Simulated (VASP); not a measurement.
# In (Pm-3m) in VASP: a series of runs

In is run at these levels: r2SCAN; tasks: single point, relaxation of cell and atoms.

Everything below comes from runs of VASP 6.6.1. Logs are shortened: lines on timing, memory, paths and dates and some standing lists are left out, and cuts for length are marked.

## 1. The cell of the first run

Symmetry: Pm-3m, No. 221, cubic system. The conventional cell has a = 3.042 Å, b = 3.042 Å, c = 3.042 Å, α = 90.00°, β = 90.00°, γ = 90.00°. In (site symmetry m-3m) has 6 In at 3.04 Å within 4.0 Å.

This isn't the form of In at room conditions, which is tetragonal.

## 2. Single point, r2SCAN

Contents of POSCAR:

```
In
1.0
    3.0416507987      0.0000000000      0.0000000000
    0.0000000000      3.0416507987      0.0000000000
    0.0000000000      0.0000000000      3.0416507987
In
1
Direct
    0.0000000000      0.0000000000      0.0000000000
```

Contents of INCAR.step1:

```
PREC = Accurate ; ENCUT = 520
ISMEAR = 0 ; SIGMA = 0.1
LREAL = False ; LASPH = True
NELM = 100 ; NBANDS = 12
GGA = PE ; ALGO = Normal
EDIFF = 1E-4 ; LWAVE = True
LCHARG = False
```

Contents of INCAR.step2:

```
PREC = Accurate ; ENCUT = 520
EDIFF = 1E-6 ; ISMEAR = 0
SIGMA = 0.1 ; LREAL = False
LASPH = True ; NELM = 100
ALGO = Normal ; ISIF = 2
LWAVE = False ; LCHARG = False
METAGGA = R2SCAN ; LMIXTAU = True
NBANDS = 12 ; ISTART = 1
```

Contents of KPOINTS:

```
regular mesh
0
Gamma
  18 18 18
```

Potentials or basis: VASP PAW PBE potentials, release 64 (In_d).

Started as:

```bash
> cat potpaw_PBE.64/In_d/POTCAR > POTCAR
> cp INCAR.step1 INCAR
> mpirun -np 1 vasp_std > vasp.out
> cp INCAR.step2 INCAR
> mpirun -np 1 vasp_std > vasp.out
```

OUTCAR:

```text
PREC = Accurate
   ENCUT = 520
   EDIFF = 1E-6
   ISMEAR = 0
   LREAL = False
   LASPH = True
   NELM = 100
   ISIF = 2
   METAGGA = R2SCAN
   ISTART = 1

 ion  position               nearest neighbor table
   1  0.000  0.000  0.000-

  LATTYP: Found a simple cubic cell.
 ALAT       =     3.0416507987

  Lattice vectors:

 A1 = (   3.0416507987,   0.0000000000,   0.0000000000)
 A2 = (   0.0000000000,   3.0416507987,   0.0000000000)
 A3 = (   0.0000000000,   0.0000000000,   3.0416507987)

Analysis of symmetry for initial positions (statically):
=====================================================================
 Subroutine PRICEL returns:
 Original cell was already a primitive cell.

 Routine SETGRP: Setting up the symmetry group for a
 simple cubic supercell.

 Subroutine GETGRP returns: Found 48 space group operations
 (whereof 48 operations were pure point group operations)
 out of a pool of 48 trial point group operations.

The static configuration has the point symmetry O_h .

Analysis of symmetry for dynamics (positions and initial velocities):
=====================================================================
 Subroutine PRICEL returns:
 Original cell was already a primitive cell.

 Routine SETGRP: Setting up the symmetry group for a
 simple cubic supercell.

 Subroutine GETGRP returns: Found 48 space group operations
 (whereof 48 operations were pure point group operations)
 out of a pool of 48 trial point group operations.

The dynamic configuration has the point symmetry O_h .

 Subroutine INISYM returns: Found 48 space group operations
 (whereof 48 operations are pure point group operations),
 and found     1 'primitive' translations

----------------------------------------------------------------------------------------

                                     Primitive cell

  volume of cell :      28.1403

  direct lattice vectors                    reciprocal lattice vectors
     3.041650799  0.000000000  0.000000000     0.328768838  0.000000000  0.000000000
     0.000000000  3.041650799  0.000000000     0.000000000  0.328768838  0.000000000
     0.000000000  0.000000000  3.041650799     0.000000000  0.000000000  0.328768838

  length of vectors
     3.041650799  3.041650799  3.041650799     0.328768838  0.328768838  0.328768838

  position of ions in fractional coordinates (direct lattice)
     0.000000000  0.000000000  0.000000000

  ion indices of the primitive-cell ions
   primitive index   ion index
[... 81 lines left out ...]
   POTIM  = 0.5000    time-step for ionic-motion
   TEBEG  =    0.0;   TEEND  =   0.0 temperature during run
   PSTRESS=    0.0 pullay stress
   NELECT =      13.0000    total number of electrons
   NUPDOWN=      -1.0000    fix difference up-down
   EMIN   =  10.00;   EMAX   =-10.00  energy-range for DOS
   EFERMI =   0.00;   METHOD = LEGACY
   ISMEAR =     0;   SIGMA  =   0.10  broadening in eV -4-tet -1-fermi 0-gaus
   EFERMI_NEDOS =   21; number of points for ismear=-14 and -15
   IALGO  =     38    algorithm
   IMIX   =      4    mixing-type and parameters
     AMIX     =   0.40;   BMIX     =  1.00
     AMIX_MAG =   1.60;   BMIX_MAG =  1.00
  volume/ion in A,a.u.               =      28.14       189.90
  Fermi-wavevector in a.u.,A,eV,Ry     =   1.265552  2.391546 21.791382  1.601621
  Thomas-Fermi vector in A             =   2.398799
   LORBIT       =      0    0 simple, 1 ext, 2 COOP (PROOUT), +10 PAW based schemes
   METAGGA = R2SCAN    functional components
   LHFCALC =     F    Hartree Fock is set to
   AEXX    =    0.0000 exact exchange contribution
   IVDW    =     0    specifies the selected vdW correction
   LEPSILON=     F    determine dielectric tensor
   LRPA    =     F    only Hartree local field effects (RPA)
 non-spin polarized calculation
 Gauss-broadening in eV      SIGMA  =   0.10
  energy-cutoff  :      520.00
  volume of cell :       28.14
 maximum number of plane-waves:       776
 NGX is ok and might be reduce to    24
   NGX = 11   NGY = 11   NGZ = 11

 number of electron      13.0000002 magnetization

 Free energy of the ion-electron system (eV)
  ---------------------------------------------------
  ext. energy  EPLUGINS =         0.00000000
  ---------------------------------------------------
  free energy    TOTEN  =       -22.52819185 eV

  energy without entropy =      -22.52585029  energy(sigma->0) =      -22.52702107

 E-fermi :   6.4775     XC(G=0): -10.5648

 val. band max:        6.4384096517   @ k =   0.3889   0.3333   0.1111
 cond. band min:       6.4890850103   @ k =   0.3333   0.1667   0.1111
 fundamental gap:      0.0506753585
 Fermi energy:         6.4774671634

 k-point     1 :       0.0000    0.0000    0.0000
  band No.  band energies     occupation
      1      -9.0923      2.00000
      2      -9.0923      2.00000
      3      -8.3069      2.00000
      4      -8.3069      2.00000
      5      -8.3069      2.00000
      6      -3.0454      2.00000
      7      14.2446      0.00000
      8      14.2446      0.00000
      9      14.2446      0.00000
     10      17.4415      0.00000
     11      17.4415      0.00000
     12      19.2214      0.00000
[... 331 lines left out ...]
 k-point    24 :       0.3333    0.1111    0.0000
  band No.  band energies     occupation
      1      -9.0082      2.00000
      2      -8.6582      2.00000
      3      -8.5057      2.00000
      4      -8.4651      2.00000
      5      -8.3178      2.00000
      6      -0.8009      2.00000
      7       6.0101      2.00000
      8      13.8959      0.00000
      9      16.5768      0.00000
     10      19.2338      0.00000
     11      19.7992      0.00000
     12      22.5823      0.00000

 [... further k-points ...]

------------------------ aborting loop because EDIFF is reached ----------------------------------------

  FORCE on cell =-STRESS in cart. coord.  units (eV):
  Direction    XX          YY          ZZ          XY          YZ          ZX
  --------------------------------------------------------------------------------------
  -------------------------------------------------------------------------------------
  Total       -0.0038983     -0.0038983     -0.0038983      0.0000000      0.0000000     -0.0000000
  in kB       -0.2219491     -0.2219491     -0.2219491      0.0000000      0.0000000     -0.0000000
  external PRESSURE =      -0.2219491 kB  Pullay stress =       0.0000000 kB

 VOLUME and BASIS-vectors are now :
 -----------------------------------------------------------------------------
  energy-cutoff  :      520.00
  volume of cell :       28.14
      direct lattice vectors                 reciprocal lattice vectors
     3.041650799  0.000000000  0.000000000     0.328768838  0.000000000  0.000000000
     0.000000000  3.041650799  0.000000000     0.000000000  0.328768838  0.000000000
     0.000000000  0.000000000  3.041650799     0.000000000  0.000000000  0.328768838

 POSITION                                       TOTAL-FORCE (eV/Angst)
 -----------------------------------------------------------------------------------
      0.00000      0.00000      0.00000         0.000000      0.000000      0.000000
 -----------------------------------------------------------------------------------
    total drift:                                0.000000     -0.000000      0.000000

  FREE ENERGIE OF THE ION-ELECTRON SYSTEM (eV)
  ---------------------------------------------------
  free  energy   TOTEN  =       -22.5281918530 eV

  energy  without entropy=      -22.5258502895  energy(sigma->0) =      -22.52702107
```

It took 2.7 min on 1 thread of AMD EPYC 7R13, shared host; peak memory 0.2 GiB.

What came out:

```yaml
Free_energy: -22.5282 eV
Pressure: 0.0 GPa
Band_gap_on_the_k_mesh: zero (an odd number of electrons rules out a gap without spin polarisation)
```

Caveat: the PAW data sets were made with another functional, which shifts forces and pressure a little; spin-orbit coupling is left out, which moves the levels of the heavy elements.

## 3. Relaxation of cell and atoms, r2SCAN

This run uses another cell than the first one, of 27.63 Å³/atom.

Contents of POSCAR:

```
In
1.0
    3.0233190160      0.0000000000      0.0000000000
    0.0000000000      3.0233190160      0.0000000000
    0.0000000000      0.0000000000      3.0233190160
In
1
Direct
    0.0000000000      0.0000000000      0.0000000000
```

Contents of INCAR.step1:

```
PREC     = Accurate       # precision mode
ENCUT    = 600            # plane-wave cutoff, eV
ISMEAR   = 0              # smearing method
SIGMA    = 0.1            # smearing width, eV
LREAL    = F              # projectors in reciprocal space
LASPH    = T              # aspherical terms in the spheres
NELM     = 100            # most SCF steps
GGA      = PE             # functional
ALGO     = Normal         # electronic algorithm
EDIFF    = 1E-4           # SCF threshold, eV
LWAVE    = T              # write WAVECAR
LCHARG   = F              # write CHGCAR
```

Contents of INCAR.step2:

```
PREC     = Accurate       # precision mode
ENCUT    = 600            # plane-wave cutoff, eV
EDIFF    = 1E-7           # SCF threshold, eV
ISMEAR   = 0              # smearing method
SIGMA    = 0.1            # smearing width, eV
LREAL    = F              # projectors in reciprocal space
LASPH    = T              # aspherical terms in the spheres
NELM     = 100            # most SCF steps
ALGO     = Normal         # electronic algorithm
ISIF     = 3              # what is computed and relaxed
LWAVE    = F              # write WAVECAR
LCHARG   = F              # write CHGCAR
METAGGA  = R2SCAN         # meta-GGA
LMIXTAU  = T            
IBRION   = 2              # ionic algorithm
NSW      = 100            # ionic steps
EDIFFG   = -0.01          # ionic threshold
ISTART   = 1
```

KPOINTS is that of step 2.

Potentials or basis: VASP PAW PBE potentials, release 64 (In_d).

Started as:

```bash
> cat potpaw_PBE.64/In_d/POTCAR > POTCAR
> cp INCAR.step1 INCAR
> mpirun -np 1 vasp_std > vasp.out
> cp INCAR.step2 INCAR
> mpirun -np 1 vasp_std > vasp.out
```

OUTCAR:

```text
PREC = Accurate
   ENCUT = 600
   EDIFF = 1E-7
   ISMEAR = 0
   LREAL = F
   LASPH = T
   NELM = 100
   ISIF = 3
   METAGGA = R2SCAN
   IBRION = 2
   NSW = 100
   EDIFFG = -0.01
   ISTART = 1

 ion  position               nearest neighbor table
   1  0.000  0.000  0.000-

  LATTYP: Found a simple cubic cell.
 ALAT       =     3.0233190160

  Lattice vectors:

 A1 = (   3.0233190160,   0.0000000000,   0.0000000000)
[... 538 lines left out ...]
     10      19.2149      0.00000

 [... further k-points ...]

------------------------ aborting loop because EDIFF is reached ----------------------------------------

  FORCE on cell =-STRESS in cart. coord.  units (eV):
  Direction    XX          YY          ZZ          XY          YZ          ZX
  --------------------------------------------------------------------------------------
  -------------------------------------------------------------------------------------
  Total       -0.0084501     -0.0084501     -0.0084501      0.0000000      0.0000000      0.0000000
  in kB       -0.4805486     -0.4805486     -0.4805486      0.0000000      0.0000000      0.0000000
  external PRESSURE =      -0.4805486 kB  Pullay stress =       0.0000000 kB

 VOLUME and BASIS-vectors are now :
 -----------------------------------------------------------------------------
  energy-cutoff  :      600.00
  volume of cell :       28.17
      direct lattice vectors                 reciprocal lattice vectors
     3.042834347 -0.000000000 -0.000000000     0.328640960  0.000000000  0.000000000
    -0.000000000  3.042834347  0.000000000     0.000000000  0.328640960  0.000000000
    -0.000000000 -0.000000000  3.042834347     0.000000000 -0.000000000  0.328640960

 POSITION                                       TOTAL-FORCE (eV/Angst)
 -----------------------------------------------------------------------------------
      0.00000      0.00000      0.00000        -0.000000     -0.000000      0.000000
 -----------------------------------------------------------------------------------
    total drift:                                0.000000     -0.000000      0.000000

  FREE ENERGIE OF THE ION-ELECTRON SYSTEM (eV)
  ---------------------------------------------------
  free  energy   TOTEN  =       -22.5288052573 eV

  energy  without entropy=      -22.5264600517  energy(sigma->0) =      -22.52763265

 reached required accuracy - stopping structural energy minimisation
```

OSZICAR.step1:

```text
N       E                     dE             d eps       ncg     rms          rms(c)
DAV:   1     0.745448117248E+02    0.74545E+02   -0.71099E+03  4412   0.179E+03
DAV:   2     0.492416338746E+00   -0.74052E+02   -0.73092E+02  4448   0.300E+02
DAV:   3    -0.241164396223E+01   -0.29041E+01   -0.28921E+01  5244   0.676E+01
DAV:   4    -0.247574109863E+01   -0.64097E-01   -0.64053E-01  5640   0.102E+01
DAV:   5    -0.247849742929E+01   -0.27563E-02   -0.27562E-02  5554   0.175E+00    0.254E+00
DAV:   6    -0.245487500562E+01    0.23622E-01   -0.51412E-02  5310   0.499E+00    0.124E+00
DAV:   7    -0.245135365011E+01    0.35214E-02   -0.16012E-02  5906   0.258E+00    0.263E-01
DAV:   8    -0.245125665731E+01    0.96993E-04   -0.10316E-03  4914   0.579E-01    0.193E-02
DAV:   9    -0.245127077561E+01   -0.14118E-04   -0.23315E-05  2746   0.848E-02
   1 F= -.24512708E+01 E0= -.24500643E+01  d E =-.241291E-02
```

It took 3.6 min on 1 thread of AMD EPYC 7R13, shared host; peak memory 0.21 GiB.

Results:

```yaml
Free_energy: -22.5288 eV
Relaxed_volume: 28.17 Å³/atom
Relaxed_cell: a = 3.043 Å, b = 3.043 Å, c = 3.043 Å, α = 90.00°, β = 90.00°, γ = 90.00°
Space_group_after_relaxing_to_0.1_Å: Pm-3m (No. 221)
Energy_gained_by_relaxing: 1.2 meV/atom
Ionic_steps: 2
Pressure_after_relaxing: 0.0 GPa
Band_gap_on_the_k_mesh: zero (an odd number of electrons rules out a gap without spin polarisation)
```

Step by step:
```
step  energy change (eV)  largest force (eV/Å)  pressure (GPa)  volume (Å³)
   1              0.0000                0.0000            0.78        27.63
   2             -0.0012                0.0000           -0.05        28.17
```

Final structure:
```
In
1.0
     3.04283    0.00000    0.00000
     0.00000    3.04283    0.00000
     0.00000    0.00000    3.04283
In
1
Cartesian
  0.0000 0.0000 0.0000
```

Levels at points of the mesh, in eV from the Fermi level:
| k point | band 3 | band 4 | band 5 | band 6 | band 7 | band 8 | band 9 | band 10 |
| --- | --- | --- | --- | --- | --- | --- | --- | --- |
| (0.00, 0.00, 0.00) | -14.78 | -14.78 | -14.78 | -9.52 | 7.76 | 7.76 | 7.76 | 10.96 |
| (0.50, 0.00, 0.00) | -15.00 | -15.00 | -14.77 | -5.63 | -3.58 | 11.04 | 11.04 | 13.51 |
| (0.50, 0.50, 0.00) | -14.97 | -14.97 | -14.57 | -1.53 | -0.72 | -0.72 | 4.26 | 14.93 |
| (0.50, 0.50, 0.50) | -15.27 | -14.55 | -14.55 | 2.15 | 2.15 | 2.15 | 3.40 | 7.58 |

Caveat: the PAW data sets were made with another functional, which shifts forces and pressure a little; spin-orbit coupling is left out, which moves the levels of the heavy elements.

The gap in the log of VASP goes by the Fermi energy; the results here count the filled bands.